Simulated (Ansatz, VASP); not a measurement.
# Ge: VASP beside Ansatz

The input POSCAR:

```
Ge
1.0
   -1.6190720985      1.6190720985      1.8855855271
    1.6190720985     -1.6190720985      1.8855855271
    1.6190720985      1.6190720985     -1.8855855271
Ge
1
Direct
    0.5000000000      0.5000000000      0.0000000000
```

INCAR.step1

```
PREC = Accurate
ENCUT = 520
EDIFF = 1E-5
ISMEAR = -1
SIGMA = 0.05
LREAL = F
LASPH = T
NELM = 80
ALGO = Normal
ISIF = 2
LWAVE = T
NBANDS = 13
GGA = PE
```

The input INCAR.step2:

```
PREC = Accurate
ENCUT = 520
EDIFF = 1E-6
ISMEAR = -1
SIGMA = 0.05
LREAL = F
LASPH = T
NELM = 80
ALGO = Normal
ISIF = 2
LWAVE = F
LCHARG = T
GGA = PE
LHFCALC = T
HFSCREEN = 0.2079
PRECFOCK = Normal
LELF = T
LVHAR = T
NBANDS = 13
ISTART = 1
```

Contents of KPOINTS:

```
Automatic mesh
0
Gamma
  6 6 6
```

input.yaml

```yaml
crystal:
  lattice:
    - [-1.6190720985, 1.6190720985, 1.8855855271]
    - [1.6190720985, -1.6190720985, 1.8855855271]
    - [1.6190720985, 1.6190720985, -1.8855855271]
  atoms:
    - { symbol: Ge, position: [0.5, 0.5, 0.0] }
hamiltonian:
  xc: hse06
  pseudopotentials: { kind: paw }
kpoints:
  mp_grid: { grid: [6, 6, 6] }
scf:
  occupations: { method: fermi_dirac, width: 0.05 }
output:
  forces: true
  stress: true
  eigenvalues: true
```

Alike in both runs: task single point; functional HSE06; k mesh 6 × 6 × 6; occupations fermi-dirac, width 0.05 eV; no spin polarisation.

|  | VASP | Ansatz |
| --- | --- | --- |
| version | VASP 6.6.1 | Ansatz 0.2.0 |
| potentials or method | VASP PAW PBE potentials, release 64 (Ge_d) | Ansatz PAW |
| plane-wave cutoff (eV) | 520 | 420 |
| valence electrons in the cell | 14 | 14 |

Ansatz gave:

- gap on the k mesh at the Fermi level (eV): none
- pressure (GPa): -2.6
- traceless stress, the component that is largest in VASP (GPa): -6.70

Estimate VASP's values.

gap on the k mesh at the Fermi level (eV): none; pressure (GPa): -2.4; traceless stress, the component that is largest in VASP (GPa): -6.70.

A gap of «none» marks a metal or a gap that the smearing closes.

The k mesh is coarse, so the values compare programs but aren't converged.
